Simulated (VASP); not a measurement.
# BAs (an interface model) in VASP: further runs

Runs on BAs (an interface model). Level: PBE. Tasks: single point.

Program: VASP 6.6.1. These are calculated values, not measurements. Logs are shortened: lines on timing, memory, paths and dates and some standing lists are left out, and cuts for length are marked.

## Step 1: The cell of the first run

The cell holds layers of an interface, 12 atoms: a = 3.400 Å, b = 3.400 Å, c = 16.658 Å, α = 90.00°, β = 90.00°, γ = 120.00°.

## Step 2: Single point, PBE

Input file INCAR:

```
SYSTEM = BAs
  PREC = Accurate
  ENCUT = 520
  EDIFF = 1E-7
  ISMEAR = 0
  SIGMA = 0.05
  LREAL = .False.
  LASPH = .True.
  NELM = 80
  ALGO = Normal
  ISIF = 2
  LWAVE = .False.
  LCHARG = .True.
  GGA = PE
  LELF = .True.
  LVHAR = .True.
  NBANDS = 36
```

Input file KPOINTS:

```
Automatic mesh
0
Gamma
  12 12 2
  0 0 0
```

Input file POSCAR:

```
BAs
1.0
    3.4003508835      0.0000000000      0.0000000000
   -1.7001754417      2.9447902469      0.0000000000
    0.0000000000      0.0000000000     16.6582492220
B As
6 6
Direct
    0.0000000000      0.0000000000      0.0000000000
    0.3333333333      0.6666666667      0.1666666667
    0.6666666667      0.3333333333      0.3333333333
    0.6666666667      0.3333333333      0.7083333333
    0.3333333333      0.6666666667      0.5416666667
    0.0000000000      0.0000000000      0.8750000000
    0.6666666667      0.3333333333      0.2083333333
    0.3333333333      0.6666666667      0.0416666667
    0.0000000000      0.0000000000      0.3750000000
    1.0000000000      0.0000000000      0.5000000000
    0.3333333333      0.6666666667      0.6666666667
    0.6666666667      0.3333333333      0.8333333333
```

Potentials or basis: VASP PAW PBE potentials, release 64 (B, As).

Started as:

```bash
cat potpaw_PBE.64/B/POTCAR potpaw_PBE.64/As/POTCAR > POTCAR
mpirun -np 1 vasp_std > vasp.out
```

OUTCAR:

```text
SYSTEM = BAs
   PREC = Accurate
   ENCUT = 520
   EDIFF = 1E-7
   ISMEAR = 0
   LREAL = .False.
   LASPH = .True.
   NELM = 80
   ISIF = 2
   GGA = PE

 ion  position               nearest neighbor table
   1  0.000  0.000  0.000-   8 2.08   6 2.08   8 2.08   8 2.08
   2  0.333  0.667  0.167-   7 2.08   7 2.08   7 2.08   8 2.08
   3  0.667  0.333  0.333-   9 2.08   7 2.08   9 2.08   9 2.08
   4  0.667  0.333  0.708-  11 2.08  11 2.08  11 2.08  12 2.08
   5  0.333  0.667  0.542-  10 2.08  11 2.08  10 2.08  10 2.08
   6  0.000  0.000  0.875-  12 2.08   1 2.08  12 2.08  12 2.08
   7  0.667  0.333  0.208-   2 2.08   2 2.08   2 2.08   3 2.08
   8  0.333  0.667  0.042-   1 2.08   2 2.08   1 2.08   1 2.08
   9  0.000  0.000  0.375-   3 2.08  10 2.08   3 2.08   3 2.08
  10  0.000  0.000  0.500-   5 2.08   9 2.08   5 2.08   5 2.08
  11  0.333  0.667  0.667-   4 2.08   4 2.08   4 2.08   5 2.08
  12  0.667  0.333  0.833-   6 2.08   4 2.08   6 2.08   6 2.08

  LATTYP: Found a hexagonal cell.
 ALAT       =     3.4003508835
 C/A-ratio  =     4.8989794856

  Lattice vectors:

 A1 = (   3.4003508835,   0.0000000000,   0.0000000000)
 A2 = (  -1.7001754417,   2.9447902469,   0.0000000000)
 A3 = (   0.0000000000,   0.0000000000,  16.6582492220)

Analysis of symmetry for initial positions (statically):
=====================================================================
 Subroutine PRICEL returns:
 Original cell was already a primitive cell.

 Routine SETGRP: Setting up the symmetry group for a
 hexagonal supercell.

 Subroutine GETGRP returns: Found 12 space group operations
 (whereof  6 operations were pure point group operations)
 out of a pool of 24 trial point group operations.

The static configuration has the point symmetry C_3v.
 The point group associated with its full space group is D_3d.

Analysis of symmetry for dynamics (positions and initial velocities):
=====================================================================
 Subroutine PRICEL returns:
 Original cell was already a primitive cell.

 Routine SETGRP: Setting up the symmetry group for a
 hexagonal supercell.

 Subroutine GETGRP returns: Found 12 space group operations
 (whereof  6 operations were pure point group operations)
 out of a pool of 24 trial point group operations.

The dynamic configuration has the point symmetry C_3v.
 The point group associated with its full space group is D_3d.

 Subroutine INISYM returns: Found 12 space group operations
 (whereof  6 operations are pure point group operations),
 and found     1 'primitive' translations

----------------------------------------------------------------------------------------

                                     Primitive cell

  volume of cell :     166.8044

  direct lattice vectors                    reciprocal lattice vectors
     3.400350883  0.000000000  0.000000000     0.294087297  0.169791380  0.000000000
    -1.700175442  2.944790247  0.000000000     0.000000000  0.339582760  0.000000000
     0.000000000  0.000000000 16.658249222     0.000000000  0.000000000  0.060030318

  length of vectors
     3.400350883  3.400350883 16.658249222     0.339582760  0.339582760  0.060030318

  position of ions in fractional coordinates (direct lattice)
     0.000000000  0.000000000  0.000000000
     0.333333333  0.666666667  0.166666667
     0.666666667  0.333333333  0.333333333
     0.666666667  0.333333333  0.708333333
     0.333333333  0.666666667  0.541666667
     0.000000000  0.000000000  0.875000000
     0.666666667  0.333333333  0.208333333
     0.333333333  0.666666667  0.041666667
     0.000000000  0.000000000  0.375000000
     0.000000000  0.000000000  0.500000000
     0.333333333  0.666666667  0.666666667
     0.666666667  0.333333333  0.833333333

  ion indices of the primitive-cell ions
   primitive index   ion index
                 1           1
                 2           2
                 3           3
                 4           4
                 5           5
                 6           6
                 7           7
                 8           8
                 9           9
                10          10
                11          11
                12          12

----------------------------------------------------------------------------------------

 KPOINTS: Automatic mesh

Automatic generation of k-mesh.
 Grid dimensions read from file:
 generate k-points for:   12   12    2

 Generating k-lattice:

  Cartesian coordinates                     Fractional coordinates (reciprocal lattice)
     0.024507275  0.014149282  0.000000000     0.083333333  0.000000000  0.000000000
     0.000000000  0.028298563  0.000000000     0.000000000  0.083333333  0.000000000
     0.000000000  0.000000000  0.030015159     0.000000000  0.000000000  0.500000000

  Length of vectors
     0.028298563  0.028298563  0.030015159

  Shift w.r.t. Gamma in fractional coordinates (k-lattice)
     0.000000000  0.000000000  0.000000000

 Subroutine IBZKPT returns following result:
 ===========================================

 Found     38 irreducible k-points:

 Following reciprocal coordinates:
            Coordinates               Weight
  0.000000  0.000000  0.000000      1.000000
  0.083333 -0.000000  0.000000      6.000000
  0.166667 -0.000000  0.000000      6.000000
  0.250000 -0.000000  0.000000      6.000000
  0.333333 -0.000000  0.000000      6.000000
  0.416667 -0.000000  0.000000      6.000000
[... 16 lines left out ...]
  0.250000 -0.000000  0.500000      6.000000
  0.333333 -0.000000  0.500000      6.000000
 [... further k-points ...]
   k-points           NKPTS =     38   k-points in BZ     NKDIM =     38   number of bands    NBANDS=     36
   number of dos      NEDOS =    301   number of ions     NIONS =     12
   total plane-waves  NPLWV =  98784
   dimension x,y,z NGX =    28 NGY =   28 NGZ =  126
   dimension x,y,z NGXF=    56 NGYF=   56 NGZF=  252
   ions per type =               6   6
   NGX,Y,Z   is equivalent  to a cutoff of  13.69, 13.69, 12.57 a.u.
   NGXF,Y,Z  is equivalent  to a cutoff of  27.38, 27.38, 25.15 a.u.
 SYSTEM =  BAs
   PREC   = accura    normal or accurate (medium, high low for compatibility)
   ISTART =      0    job   : 0-new  1-cont  2-samecut
   ICHARG =      2    charge: 1-file 2-atom 10-const
   ISPIN  =      1    spin polarized calculation?
   LNONCOLLINEAR =      F non collinear calculations
   LSORBIT =      F    spin-orbit coupling
   LASPH  =      T    aspherical Exc in radial PAW
   ENCUT  =  520.0 eV  38.22 Ry    6.18 a.u.   6.32  6.32 30.97*2*pi/ulx,y,z
   NELM   =     80;   NELMIN=  2; NELMDL= -5     # of ELM steps
   EDIFF  = 0.1E-06   stopping-criterion for ELM
   LREAL  =      F    real-space projection
   EDIFFG = 0.1E-05   stopping-criterion for IOM
   NSW    =      0    number of steps for IOM
   IBRION =     -1    ionic relax: 0-MD 1-quasi-New 2-CG
   NFREE  =      0    steps in history (QN), initial steepest desc. (CG)
   ISIF   =      2    stress and relaxation
   ISYM   =      2    0-nonsym 1-usesym 2-fastsym
   POTIM  = 0.5000    time-step for ionic-motion
   TEBEG  =    0.0;   TEEND  =   0.0 temperature during run
   PSTRESS=    0.0 pullay stress
   NELECT =      48.0000    total number of electrons
   NUPDOWN=      -1.0000    fix difference up-down
   EMIN   =  10.00;   EMAX   =-10.00  energy-range for DOS
   EFERMI =   0.00;   METHOD = LEGACY
   ISMEAR =     0;   SIGMA  =   0.05  broadening in eV -4-tet -1-fermi 0-gaus
   EFERMI_NEDOS =   21; number of points for ismear=-14 and -15
   IALGO  =     38    algorithm
   IMIX   =      4    mixing-type and parameters
     AMIX     =   0.40;   BMIX     =  1.00
     AMIX_MAG =   1.60;   BMIX_MAG =  1.00
  volume/ion in A,a.u.               =      13.90        93.80
  Fermi-wavevector in a.u.,A,eV,Ry     =   1.080818  2.042451 15.893898  1.168169
  Thomas-Fermi vector in A             =   2.216819
   LORBIT       =      0    0 simple, 1 ext, 2 COOP (PROOUT), +10 PAW based schemes
   GGA     = PE    functional components
   LHFCALC =     F    Hartree Fock is set to
   AEXX    =    0.0000 exact exchange contribution
   IVDW    =     0    specifies the selected vdW correction
   LEPSILON=     F    determine dielectric tensor
   LRPA    =     F    only Hartree local field effects (RPA)
 non-spin polarized calculation
 Gauss-broadening in eV      SIGMA  =   0.05
  energy-cutoff  :      520.00
  volume of cell :      166.80
 maximum number of plane-waves:      4526
 NGX is ok and might be reduce to    28
   NGX = 13   NGY = 13   NGZ = 61

 number of electron      48.0000000 magnetization

 Free energy of the ion-electron system (eV)
  ---------------------------------------------------
  ext. energy  EPLUGINS =         0.00000000
  ---------------------------------------------------
  free energy    TOTEN  =       -66.18468243 eV

  energy without entropy =      -66.18216261  energy(sigma->0) =      -66.18342252

 E-fermi :   6.3444     XC(G=0): -10.5054

 val. band max:        6.3362671906   @ k =   0.5000  -0.0000   0.0000
 cond. band min:       6.3511449420   @ k =   0.4167  -0.0000   0.0000
 fundamental gap:      0.0148777514
 Fermi energy:         6.3443706259

 k-point     1 :       0.0000    0.0000    0.0000
  band No.  band energies     occupation
      1     -11.1588      2.00000
      2      -9.0624      2.00000
      3      -8.5818      2.00000
      4      -7.6291      2.00000
      5      -7.1488      2.00000
      6      -6.3495      2.00000
[... 28 lines left out ...]
     35      10.1757      0.00000
     36      10.1873      0.00000
[... 866 lines left out ...]
      6      -5.3729      2.00000
[... 28 lines left out ...]
     35      11.0989      0.00000
     36      11.3946      0.00000

 [... further k-points ...]

------------------------ aborting loop because EDIFF is reached ----------------------------------------

  FORCE on cell =-STRESS in cart. coord.  units (eV):
  Direction    XX          YY          ZZ          XY          YZ          ZX
  --------------------------------------------------------------------------------------
  -------------------------------------------------------------------------------------
  Total        1.1413149      1.1413149      9.6780305      0.0000000      0.0000000      0.0000000
  in kB       10.9624752     10.9624752     92.9587156      0.0000000      0.0000000      0.0000000
  external PRESSURE =      38.2945554 kB  Pullay stress =       0.0000000 kB

 VOLUME and BASIS-vectors are now :
 -----------------------------------------------------------------------------
  energy-cutoff  :      520.00
  volume of cell :      166.80
      direct lattice vectors                 reciprocal lattice vectors
     3.400350883  0.000000000  0.000000000     0.294087297  0.169791380  0.000000000
    -1.700175442  2.944790247  0.000000000     0.000000000  0.339582760  0.000000000
     0.000000000  0.000000000 16.658249222     0.000000000  0.000000000  0.060030318

 POSITION                                       TOTAL-FORCE (eV/Angst)
 -----------------------------------------------------------------------------------
      0.00000      0.00000      0.00000        -0.000000     -0.000000     -1.902284
     -0.00000      1.96319      2.77637         0.000000     -0.000000      0.252266
      1.70018      0.98160      5.55275        -0.000000     -0.000000      0.124081
      1.70018      0.98160     11.79959        -0.000000      0.000000     -0.252266
     -0.00000      1.96319      9.02322         0.000000      0.000000     -0.124081
      0.00000      0.00000     14.57597         0.000000     -0.000000      1.902284
      1.70018      0.98160      3.47047        -0.000000      0.000000     -0.245700
     -0.00000      1.96319      0.69409         0.000000     -0.000000     -0.546550
      0.00000      0.00000      6.24684         0.000000     -0.000000     -6.849330
      0.00000      0.00000      8.32912         0.000000     -0.000000      6.849330
     -0.00000      1.96319     11.10550         0.000000     -0.000000      0.245700
      1.70018      0.98160     13.88187        -0.000000     -0.000000      0.546550
 -----------------------------------------------------------------------------------
    total drift:                                0.000000      0.000000     -0.000011

  FREE ENERGIE OF THE ION-ELECTRON SYSTEM (eV)
  ---------------------------------------------------
  free  energy   TOTEN  =       -66.1846824269 eV

  energy  without entropy=      -66.1821626131  energy(sigma->0) =      -66.18342252
```

Run time: 6.7 min. Hardware: 1 thread of Intel Xeon Platinum 8259CL at 2.50GHz (Skylake/Cascade Lake), shared host; peak memory 0.39 GiB.

Results:

```
Free energy            : -66.1847 eV
Pressure               : 3.8 GPa
Largest force          : 6.849 eV/Å
Band gap on the k mesh : zero (band 24 reaches 6.54 eV, above the bottom of band 25 at 6.32 eV)
```

Forces in eV/Å, atoms in the order of the input:
```
B    0.000  0.000 -1.902
B    0.000  0.000  0.252
B    0.000  0.000  0.124
B    0.000  0.000 -0.252
B    0.000  0.000 -0.124
B    0.000  0.000  1.902
As   0.000  0.000 -0.246
As   0.000  0.000 -0.547
As   0.000  0.000 -6.849
As   0.000  0.000  6.849
As   0.000  0.000  0.246
As   0.000  0.000  0.547
```

Levels at points of the mesh, in eV from the Fermi level:
| k point | band 20 | band 21 | band 22 | band 23 | band 24 | band 25 | band 26 | band 27 | band 28 | band 29 |
| --- | --- | --- | --- | --- | --- | --- | --- | --- | --- | --- |
| (0.00, 0.00, 0.00) | -0.43 | -0.43 | -0.10 | 0.20 | 0.20 | 0.88 | 1.77 | 1.81 | 1.81 | 2.53 |
| (0.50, 0.00, 0.00) | -3.46 | -3.24 | -2.42 | -1.67 | -1.30 | -0.01 | 0.51 | 1.13 | 1.68 | 1.83 |
| (0.00, 0.00, 0.50) | -0.57 | -0.37 | -0.37 | 0.14 | 0.14 | 0.80 | 1.78 | 1.85 | 1.85 | 2.47 |
| (0.50, 0.00, 0.50) | -3.35 | -3.23 | -2.35 | -1.71 | -1.49 | -0.02 | 0.68 | 1.20 | 1.86 | 1.93 |

(Continued in part 2 of 2.)
